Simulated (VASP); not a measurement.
# Y (P6/mmm) in VASP: notebook

The runs below take Y through single point, with PBE.

Program: VASP 6.6.1. These are calculated values, not measurements. Logs are shortened: lines on timing, memory, paths and dates and some standing lists are left out, and cuts for length are marked.

### 1 The cell of the first run

Symmetry: P6/mmm, No. 191, hexagonal system. The conventional cell has a = 5.652 Å, b = 5.652 Å, c = 3.529 Å, α = 90.00°, β = 90.00°, γ = 120.00°. Y (site symmetry 6/mmm) has 14 Y at 3.53 to 3.71 Å within 4.6 Å. Y (site symmetry -6m2) has 11 Y at 3.26 to 3.71 Å within 4.3 Å.

### 2 Single point, PBE

File INCAR:

```
SYSTEM = Y
PREC     = Accurate       ! precision mode
ENCUT    = 500            ! plane-wave cutoff, eV
EDIFF    = 1E-6           ! SCF threshold, eV
ISMEAR   = -1             ! smearing method
SIGMA    = 0.1            ! smearing width, eV
LREAL    = .False.        ! projectors in reciprocal space
LASPH    = .True.         ! aspherical terms in the spheres
NELM     = 120            ! most SCF steps
ALGO     = Normal         ! electronic algorithm
ISIF     = 2              ! what is computed and relaxed
LWAVE    = .False.        ! write WAVECAR
LCHARG   = .False.        ! write CHGCAR
GGA      = PE             ! functional
NBANDS   = 24             ! bands
GGA_COMPAT= .False.
```

File KPOINTS:

```
Automatic mesh
0
Gamma
  7 7 10
  0 0 0
```

File POSCAR:

```
Y
1.0
    5.6520751642      0.0000000000      0.0000000000
   -2.8260375821      4.8948406763      0.0000000000
    0.0000000000      0.0000000000      3.5291948878
Y
3
Direct
    0.0000000000      1.0000000000      0.0000000000
    0.3333333333      0.6666666667      0.5000000000
    0.6666666667      0.3333333333      0.5000000000
```

Potentials or basis: VASP PAW PBE potentials, release 64 (Y_sv).

On the command line:

```sh
$ cat potpaw_PBE.64/Y_sv/POTCAR > POTCAR
$ mpirun -np 1 vasp_std > vasp.out
```

OUTCAR:

```text
SYSTEM = Y
   PREC = Accurate
   ENCUT = 500
   EDIFF = 1E-6
   ISMEAR = -1
   LREAL = .False.
   LASPH = .True.
   NELM = 120
   ISIF = 2
   GGA = PE

 ion  position               nearest neighbor table
   1  0.000  0.000  0.000-   2 3.71   3 3.71   2 3.71   3 3.71   3 3.71   3 3.71   2 3.71   2 3.71
                             3 3.71   3 3.71   2 3.71   2 3.71
   2  0.333  0.667  0.500-   3 3.26   3 3.26   3 3.26   1 3.71   1 3.71   1 3.71   1 3.71   1 3.71
                             1 3.71
   3  0.667  0.333  0.500-   2 3.26   2 3.26   2 3.26   1 3.71   1 3.71   1 3.71   1 3.71   1 3.71
                             1 3.71

  LATTYP: Found a hexagonal cell.
 ALAT       =     5.6520751642
 C/A-ratio  =     0.6244069276

  Lattice vectors:

 A1 = (   5.6520751642,   0.0000000000,   0.0000000000)
 A2 = (  -2.8260375821,   4.8948406763,   0.0000000000)
 A3 = (   0.0000000000,   0.0000000000,   3.5291948878)

Analysis of symmetry for initial positions (statically):
=====================================================================
 Subroutine PRICEL returns:
 Original cell was already a primitive cell.

 Routine SETGRP: Setting up the symmetry group for a
 hexagonal supercell.

 Subroutine GETGRP returns: Found 24 space group operations
 (whereof 24 operations were pure point group operations)
 out of a pool of 24 trial point group operations.

The static configuration has the point symmetry D_6h.

Analysis of symmetry for dynamics (positions and initial velocities):
=====================================================================
 Subroutine PRICEL returns:
 Original cell was already a primitive cell.

 Routine SETGRP: Setting up the symmetry group for a
 hexagonal supercell.

 Subroutine GETGRP returns: Found 24 space group operations
 (whereof 24 operations were pure point group operations)
 out of a pool of 24 trial point group operations.

The dynamic configuration has the point symmetry D_6h.

 Subroutine INISYM returns: Found 24 space group operations
 (whereof 24 operations are pure point group operations),
 and found     1 'primitive' translations

----------------------------------------------------------------------------------------

                                     Primitive cell

  volume of cell :      97.6387

  direct lattice vectors                    reciprocal lattice vectors
     5.652075164  0.000000000  0.000000000     0.176926168  0.102148371  0.000000000
    -2.826037582  4.894840676  0.000000000     0.000000000  0.204296741  0.000000000
     0.000000000  0.000000000  3.529194888     0.000000000  0.000000000  0.283350745

  length of vectors
     5.652075164  5.652075164  3.529194888     0.204296741  0.204296741  0.283350745

  position of ions in fractional coordinates (direct lattice)
     0.000000000  0.000000000  0.000000000
     0.333333333  0.666666667  0.500000000
     0.666666667  0.333333333  0.500000000

  ion indices of the primitive-cell ions
   primitive index   ion index
                 1           1
                 2           2
                 3           3

----------------------------------------------------------------------------------------

 KPOINTS: Automatic mesh

Automatic generation of k-mesh.
 Grid dimensions read from file:
 generate k-points for:    7    7   10

 Generating k-lattice:

  Cartesian coordinates                     Fractional coordinates (reciprocal lattice)
     0.025275167  0.014592624  0.000000000     0.142857143 -0.000000000  0.000000000
     0.000000000  0.029185249  0.000000000     0.000000000  0.142857143  0.000000000
     0.000000000  0.000000000  0.028335074     0.000000000  0.000000000  0.100000000

  Length of vectors
     0.029185249  0.029185249  0.028335074

  Shift w.r.t. Gamma in fractional coordinates (k-lattice)
     0.000000000  0.000000000  0.000000000

 Subroutine IBZKPT returns following result:
 ===========================================

 Found     48 irreducible k-points:

 Following reciprocal coordinates:
            Coordinates               Weight
  0.000000  0.000000  0.000000      1.000000
  0.142857  0.000000  0.000000      6.000000
  0.285714  0.000000  0.000000      6.000000
  0.428571  0.000000  0.000000      6.000000
  0.142857  0.142857  0.000000      6.000000
  0.285714  0.142857  0.000000     12.000000
[... 16 lines left out ...]
  0.428571  0.142857  0.200000     12.000000
  0.285714  0.285714  0.200000     12.000000
 [... further k-points ...]
   k-points           NKPTS =     48   k-points in BZ     NKDIM =     48   number of bands    NBANDS=     24
   number of dos      NEDOS =    301   number of ions     NIONS =      3
   total plane-waves  NPLWV =  49392
   dimension x,y,z NGX =    42 NGY =   42 NGZ =   28
   dimension x,y,z NGXF=    84 NGYF=   84 NGZF=   56
   ions per type =               3
   NGX,Y,Z   is equivalent  to a cutoff of  12.35, 12.35, 13.19 a.u.
   NGXF,Y,Z  is equivalent  to a cutoff of  24.71, 24.71, 26.38 a.u.
 SYSTEM =  Y
   PREC   = accura    normal or accurate (medium, high low for compatibility)
   ISTART =      0    job   : 0-new  1-cont  2-samecut
   ICHARG =      2    charge: 1-file 2-atom 10-const
   ISPIN  =      1    spin polarized calculation?
   LNONCOLLINEAR =      F non collinear calculations
   LSORBIT =      F    spin-orbit coupling
   LASPH  =      T    aspherical Exc in radial PAW
   ENCUT  =  500.0 eV  36.75 Ry    6.06 a.u.  10.31 10.31  6.43*2*pi/ulx,y,z
   NELM   =    120;   NELMIN=  2; NELMDL= -5     # of ELM steps
   EDIFF  = 0.1E-05   stopping-criterion for ELM
   LREAL  =      F    real-space projection
   EDIFFG = 0.1E-04   stopping-criterion for IOM
   NSW    =      0    number of steps for IOM
   IBRION =     -1    ionic relax: 0-MD 1-quasi-New 2-CG
   NFREE  =      0    steps in history (QN), initial steepest desc. (CG)
   ISIF   =      2    stress and relaxation
   ISYM   =      2    0-nonsym 1-usesym 2-fastsym
   POTIM  = 0.5000    time-step for ionic-motion
   TEBEG  =    0.0;   TEEND  =   0.0 temperature during run
   PSTRESS=    0.0 pullay stress
   NELECT =      33.0000    total number of electrons
   NUPDOWN=      -1.0000    fix difference up-down
   EMIN   =  10.00;   EMAX   =-10.00  energy-range for DOS
   EFERMI =   0.00;   METHOD = LEGACY
   ISMEAR =    -1;   SIGMA  =   0.10  broadening in eV -4-tet -1-fermi 0-gaus
   EFERMI_NEDOS =   21; number of points for ismear=-14 and -15
   IALGO  =     38    algorithm
   IMIX   =      4    mixing-type and parameters
     AMIX     =   0.40;   BMIX     =  1.00
     AMIX_MAG =   1.60;   BMIX_MAG =  1.00
  volume/ion in A,a.u.               =      32.55       219.63
  Fermi-wavevector in a.u.,A,eV,Ry     =   1.140352  2.154952 17.693040  1.300402
  Thomas-Fermi vector in A             =   2.277054
   LORBIT       =      0    0 simple, 1 ext, 2 COOP (PROOUT), +10 PAW based schemes
   GGA     = PE    functional components
   LHFCALC =     F    Hartree Fock is set to
   AEXX    =    0.0000 exact exchange contribution
   IVDW    =     0    specifies the selected vdW correction
   LEPSILON=     F    determine dielectric tensor
   LRPA    =     F    only Hartree local field effects (RPA)
 non-spin polarized calculation
  energy-cutoff  :      500.00
  volume of cell :       97.64
 maximum number of plane-waves:      2508
 NGX is ok and might be reduce to    42
   NGX = 21   NGY = 21   NGZ = 13

 number of electron      33.0000000 magnetization

 Free energy of the ion-electron system (eV)
  ---------------------------------------------------
  ext. energy  EPLUGINS =         0.00000000
  ---------------------------------------------------
  free energy    TOTEN  =       -19.20506219 eV

  energy without entropy =      -19.01551350  energy(sigma->0) =      -19.11028784

 E-fermi :   2.9989     XC(G=0):  -9.4583

 val. band max:        2.9988367337   @ k =   0.4286   0.0000   0.3000
 cond. band min:       3.0004568272   @ k =   0.4286   0.1429   0.4000
 fundamental gap:      0.0016200935
 Fermi energy:         2.9988917153

 k-point     1 :       0.0000    0.0000    0.0000
  band No.  band energies     occupation
      1     -39.6796      2.00000
      2     -39.5718      2.00000
      3     -39.5696      2.00000
      4     -19.8689      2.00000
      5     -19.8689      2.00000
      6     -19.6616      2.00000
[... 16 lines left out ...]
     23       5.8392      0.00000
     24       5.8402      0.00000

 k-point     2 :       0.1429    0.0000    0.0000
  band No.  band energies     occupation
      1     -39.6742      2.00000
      2     -39.5762      2.00000
      3     -39.5706      2.00000
      4     -19.8985      2.00000
      5     -19.8741      2.00000
      6     -19.6252      2.00000
[... 16 lines left out ...]
     23       5.5201      0.00000
     24       5.5614      0.00000

 k-point     3 :       0.2857    0.0000    0.0000
  band No.  band energies     occupation
      1     -39.6599      2.00000
      2     -39.5886      2.00000
      3     -39.5729      2.00000
      4     -19.9467      2.00000
      5     -19.8526      2.00000
      6     -19.5581      2.00000
[... 16 lines left out ...]
     23       5.4562      0.00000
     24       6.0478      0.00000

 k-point     4 :       0.4286    0.0000    0.0000
  band No.  band energies     occupation
      1     -39.6423      2.00000
      2     -39.6045      2.00000
      3     -39.5747      2.00000
      4     -19.9767      2.00000
      5     -19.7856      2.00000
      6     -19.6071      2.00000
[... 16 lines left out ...]
     23       5.7030      0.00000
     24       6.2533      0.00000

 k-point     5 :       0.1429    0.1429    0.0000
  band No.  band energies     occupation
      1     -39.6644      2.00000
      2     -39.5844      2.00000
      3     -39.5725      2.00000
      4     -19.9248      2.00000
      5     -19.8749      2.00000
      6     -19.5678      2.00000
[... 451 lines left out ...]
 k-point    22 :       0.2857    0.1429    0.2000
  band No.  band energies     occupation
      1     -39.6378      2.00000
      2     -39.5899      2.00000
      3     -39.5673      2.00000
      4     -19.9274      2.00000
      5     -19.8085      2.00000
      6     -19.6408      2.00000
[... 16 lines left out ...]
     23       5.5642      0.00000
     24       6.1443      0.00000

 k-point    23 :       0.4286    0.1429    0.2000
  band No.  band energies     occupation
      1     -39.6260      2.00000
      2     -39.6009      2.00000
      3     -39.5680      2.00000
      4     -19.9374      2.00000
      5     -19.7672      2.00000
      6     -19.6765      2.00000
[... 16 lines left out ...]
     23       5.4960      0.00000
     24       6.3161      0.00000

 k-point    24 :       0.2857    0.2857    0.2000
  band No.  band energies     occupation
      1     -39.6223      2.00000
      2     -39.6037      2.00000
      3     -39.5690      2.00000
      4     -19.9300      2.00000
      5     -19.7624      2.00000
      6     -19.6843      2.00000
[... 16 lines left out ...]
     23       5.2163      0.00000
     24       6.3481      0.00000

 [... further k-points ...]

------------------------ aborting loop because EDIFF is reached ----------------------------------------

  FORCE on cell =-STRESS in cart. coord.  units (eV):
  Direction    XX          YY          ZZ          XY          YZ          ZX
  --------------------------------------------------------------------------------------
  -------------------------------------------------------------------------------------
  Total       -0.0605228     -0.0605228     -0.0529449      0.0000000     -0.0000000      0.0000000
  in kB       -0.9931329     -0.9931329     -0.8687848      0.0000000     -0.0000000      0.0000000
  external PRESSURE =      -0.9516835 kB  Pullay stress =       0.0000000 kB

 VOLUME and BASIS-vectors are now :
 -----------------------------------------------------------------------------
  energy-cutoff  :      500.00
  volume of cell :       97.64
      direct lattice vectors                 reciprocal lattice vectors
     5.652075164  0.000000000  0.000000000     0.176926168  0.102148371  0.000000000
    -2.826037582  4.894840676  0.000000000     0.000000000  0.204296741  0.000000000
     0.000000000  0.000000000  3.529194888     0.000000000  0.000000000  0.283350745

 POSITION                                       TOTAL-FORCE (eV/Angst)
 -----------------------------------------------------------------------------------
      0.00000      0.00000      0.00000         0.000000      0.000000      0.000000
     -0.00000      3.26323      1.76460        -0.000000      0.000000      0.000000
      2.82604      1.63161      1.76460         0.000000     -0.000000      0.000000
 -----------------------------------------------------------------------------------
    total drift:                               -0.000000      0.000000     -0.000000

  FREE ENERGIE OF THE ION-ELECTRON SYSTEM (eV)
  ---------------------------------------------------
  free  energy   TOTEN  =       -19.2050621869 eV

  energy  without entropy=      -19.0155134969  energy(sigma->0) =      -19.11028784
```

Wall time 52 s (1 thread of Intel Xeon 6975P-C (Granite Rapids), shared host); peak memory 0.28 GiB.

Results:

```
Free energy : -19.2051 eV
Pressure    : -0.1 GPa
```

Levels at points of the mesh, in eV from the Fermi level:
| k point | band 15 | band 16 | band 17 | band 18 | band 19 | band 20 |
| --- | --- | --- | --- | --- | --- | --- |
| (0.00, 0.00, 0.00) | 0.07 | 0.07 | 0.12 | 0.12 | 0.46 | 1.73 |
| (0.00, 0.00, 0.50) | -1.06 | -1.06 | -0.65 | -0.65 | 1.72 | 1.72 |

### 3 Single point, PBE (volume scaled by 1.04)

File INCAR:

```
SYSTEM = Y
PREC = Accurate ; ENCUT = 500
EDIFF = 1E-6 ; ISMEAR = -1
SIGMA = 0.1 ; LREAL = .False.
LASPH = .True. ; NELM = 120
ALGO = Normal ; ISIF = 2
LWAVE = .False. ; LCHARG = .True.
GGA = PE ; LELF = .True.
LVHAR = .True. ; NBANDS = 24
GGA_COMPAT = .False.
```

File KPOINTS:

```
regular mesh
0
Gamma
  7 7 10
  0 0 0
```

File POSCAR:

```
Y
1.0
    5.7264531037      0.0000000000      0.0000000000
   -2.8632265518      4.9592538614      0.0000000000
    0.0000000000      0.0000000000      3.5756369885
Y
3
Direct
    0.0000000000      1.0000000000      0.0000000000
    0.3333333333      0.6666666667      0.5000000000
    0.6666666667      0.3333333333      0.5000000000
```

Potentials or basis: VASP PAW PBE potentials, release 64 (Y_sv).

On the command line:

```sh
$ cat potpaw_PBE.64/Y_sv/POTCAR > POTCAR
$ mpirun -np 1 vasp_std > vasp.out
```

Run time: 49 s. Hardware: 1 thread of Intel Xeon 6975P-C (Granite Rapids), shared host; peak memory 0.27 GiB.

It converged, with:

* Free energy: -19.1851 eV
* Pressure: -1.5 GPa

Stress tensor (GPa, compression positive):
```
-1.56  0.00  0.00
 0.00 -1.56  0.00
 0.00  0.00 -1.45
```

Levels at points of the mesh, in eV from the Fermi level:
```csv
k point,band 13,band 14,band 15,band 16,band 17,band 18,band 19,band 20,band 21,band 22
"(0.00, 0.00, 0.00)",-4.58,-0.94,0.04,0.04,0.09,0.09,0.43,1.68,2.32,2.32
"(0.00, 0.00, 0.50)",-1.78,-1.14,-0.98,-0.98,-0.60,-0.60,1.67,1.67,2.00,2.00
```
